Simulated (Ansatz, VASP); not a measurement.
# TaS2 in VASP and in Ansatz

File INCAR:

```
SYSTEM = TaS2
ALGO = Normal
EDIFF = 1E-6
ENCUT = 500
GGA = PS
GGA_COMPAT = .FALSE.
ISIF = 2
ISMEAR = -1
LASPH = .TRUE.
LCHARG = .FALSE.
LREAL = .FALSE.
LWAVE = .FALSE.
NBANDS = 18
NELM = 120
PREC = Accurate
SIGMA = 0.02
```

KPOINTS

```
k-points
0
G
  8 8 4
  0 0 0
```

The input POSCAR:

```
TaS2
1.0
    3.2830020782      0.0000000000      0.0000000000
   -1.6415010391      2.8431632004      0.0000000000
    0.0000000000      0.0000000000      5.8600000000
Ta S
1 2
Direct
    0.0000000000      0.0000000000      0.0000000000
    0.3333333333      0.6666666667      0.2500000000
    0.6666666667      0.3333333333      0.7500000000
```

Input for Ansatz:

```yaml
crystal:
  lattice:
    - [3.2830020782, 0.0, 0.0]
    - [-1.6415010391, 2.8431632004, 0.0]
    - [0.0, 0.0, 5.86]
  atoms:
    - { symbol: Ta, position: [0.0, 0.0, 0.0] }
    - { symbol: S, position: [0.3333333333, 0.6666666667, 0.25] }
    - { symbol: S, position: [0.6666666667, 0.3333333333, 0.75] }
kpoints:
  mp_grid: { grid: [8, 8, 4] }
  band_path:
    path:
      - [0.0, 0.0, 0.0]
      - [0.5, 0.0, 0.0]
      - [0.3333333333, 0.3333333333, 0.0]
      - [0.0, 0.0, 0.0]
      - [0.0, 0.0, 0.5]
      - [0.5, 0.0, 0.5]
      - [0.3333333333, 0.3333333333, 0.5]
      - [0.0, 0.0, 0.5]
      - [0.5, 0.0, 0.5]
    npoints: 5
scf:
  occupations: { method: fermi_dirac, width: 0.02 }
hamiltonian:
  xc: pbesol
  pseudopotentials: { kind: all_electron, lapw: { basis_error: 0.001 } }
output:
  forces: true
  stress: true
  eigenvalues: true
```

Change from the starting cell: equal xx and yy strain of -2 %.

Alike in both runs: task single point; functional PBEsol; k mesh 8 × 8 × 4; occupations fermi-dirac, width 0.02 eV; no spin polarisation.

```csv
,VASP,Ansatz
version,VASP 6.6.1,Ansatz 0.2.0
potentials or method,"VASP PAW PBE potentials, release 64 (Ta_pv, S), cutoff 500 eV","all-electron LAPW, scalar-relativistic"
```

```tsv
	VASP	Ansatz	Ansatz less VASP
pressure (GPa)	11.1	10.8	-0.28
traceless stress, the component that is largest in VASP (GPa)	2.61	2.51	-0.106
rms of the force components (eV/Å)	0.776	0.754	-0.0220
```

VASP's potentials were made for PBE, not for PBEsol. Atom by atom the forces differ by 0.022 eV/Å (rms over components). Ansatz ran all-electron here, and VASP with PAW potentials.

Spin-orbit coupling is off throughout.
